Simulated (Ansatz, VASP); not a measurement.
## One calculation of Si, two programs

Contents of POSCAR:

```
Si
1.0
   -2.4899409197      2.3713723045      1.3292653899
    2.4899409197     -2.3713723045      1.3292653899
    2.4899409197      2.3713723045     -1.3292653899
Si
2
Direct
    0.2500000000      0.7500000000      0.5000000000
    0.5000000000      0.5000000000      0.0000000000
```

Contents of INCAR.step1:

```
PREC = Accurate
ENCUT = 520
ISMEAR = 0
SIGMA = 0.15
LREAL = False
LASPH = True
NELM = 80
NBANDS = 11
GGA = PE
ALGO = Normal
EDIFF = 1E-4
LWAVE = True
LCHARG = False
```

File INCAR.step2:

```
PREC = Accurate
ENCUT = 520
EDIFF = 1E-7
ISMEAR = 0
SIGMA = 0.15
LREAL = False
LASPH = True
NELM = 80
ALGO = Normal
ISIF = 2
LWAVE = False
LCHARG = False
METAGGA = R2SCAN
LMIXTAU = True
NBANDS = 11
ISTART = 1
```

The input KPOINTS:

```
Automatic mesh
0
Gamma
  20 20 20
```

Input for Ansatz:

```yaml
crystal:
  lattice:
    - [-2.4899409197, 2.3713723045, 1.3292653899]
    - [2.4899409197, -2.3713723045, 1.3292653899]
    - [2.4899409197, 2.3713723045, -1.3292653899]
  atoms:
    - { symbol: Si, position: [0.25, 0.75, 0.5] }
    - { symbol: Si, position: [0.5, 0.5, 0.0] }
basis:
  ecutwfc: 500
kpoints:
  mp_grid: { grid: [20, 20, 20] }
hamiltonian:
  xc: r2scan
scf:
  occupations: { method: gaussian, width: 0.15 }
output:
  forces: true
  stress: true
  eigenvalues: true
```

Change from the starting cell: strain +0.0500 x Voigt [1, 0, 0, 0, 0, 0], atoms carried along.

Alike in both runs: task single point; functional r2SCAN; k mesh 20 × 20 × 20; occupations gaussian, width 0.15 eV; no spin polarisation.

|  | VASP | Ansatz |
| --- | --- | --- |
| version | VASP 6.6.1 | Ansatz 0.2.0 |
| potentials or method | VASP PAW PBE potentials, release 64 (Si), cutoff 520 eV | scalar-relativistic, plane waves, PAW |
| valence electrons in the cell | 8 | 8 |

VASP gave:

* gap on the k mesh at the Fermi level (eV): none
* pressure (GPa): -2.9
* traceless stress, the component that is largest in VASP (GPa): -5.11
* rms of the force components (eV/Å): 0.081

Problem. Estimate Ansatz's values.

Solution. gap on the k mesh at the Fermi level (eV): none; pressure (GPa): -2.8; traceless stress, the component that is largest in VASP (GPa): -5.11; rms of the force components (eV/Å): 0.082.

VASP's potentials were made for PBE, not for r2SCAN. Atom by atom the forces differ by 0.001 eV/Å (rms over components). A gap of «none» marks a metal or a gap that the smearing closes.
